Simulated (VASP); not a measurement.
# WC (Qusongite): single point with PBE

Crystal: WC (Qusongite).

```xyz
2
Lattice="2.9065 0.0000 0.0000 -1.4532 2.5171 0.0000 0.0000 0.0000 2.8366" Properties=species:S:1:pos:R:3 pbc="T T T"
W     0.0000    0.0000    0.0000
C     1.4533    0.8390    1.4183
```

| Quantity | Value |
| --- | --- |
| Program | VASP 6.6.1 |
| Task | single point |
| Functional | PBE |
| Potentials or basis | VASP PAW PBE potentials, release 64 (W_sv, C) |
| Cutoff | 520 eV |
| k mesh | 9 × 9 × 8 |
| Occupations | fermi-dirac, width 0.05 eV |
| Spin | no spin polarisation |
| Dipole correction | no |
| Further INCAR settings | ALGO = Normal; EDIFF = 1e-06; NBANDS = 16 |

| Item | Value |
| --- | --- |
| Pressure | 6.8 GPa |
| Band gap on the k mesh | zero (band 9 reaches 11.72 eV, above the bottom of band 10 at 10.50 eV) |

Stress tensor (GPa, compression positive):
```
6.96 0.00 0.00
0.00 6.96 0.00
0.00 0.00 6.47
```

Levels at points of the mesh, in eV from the Fermi level:
| k point | band 5 | band 6 | band 7 | band 8 | band 9 | band 10 | band 11 | band 12 | band 13 | band 14 |
| --- | --- | --- | --- | --- | --- | --- | --- | --- | --- | --- |
| (0.00, 0.00, 0.00) | -14.45 | -4.30 | -3.32 | -3.32 | 0.09 | 3.24 | 3.24 | 5.63 | 5.63 | 6.39 |
| (0.00, 0.00, 0.50) | -10.42 | -8.64 | -2.01 | -2.01 | -0.57 | -0.57 | 3.67 | 4.53 | 4.53 | 9.98 |

It took 11 s on 1 thread of Intel(R) Xeon(R) Platinum 8488C (Sapphire Rapids), with other jobs on the host, peak memory 0.15 GiB.

Caveat: spin-orbit coupling is left out, which moves the levels of the heavy elements.
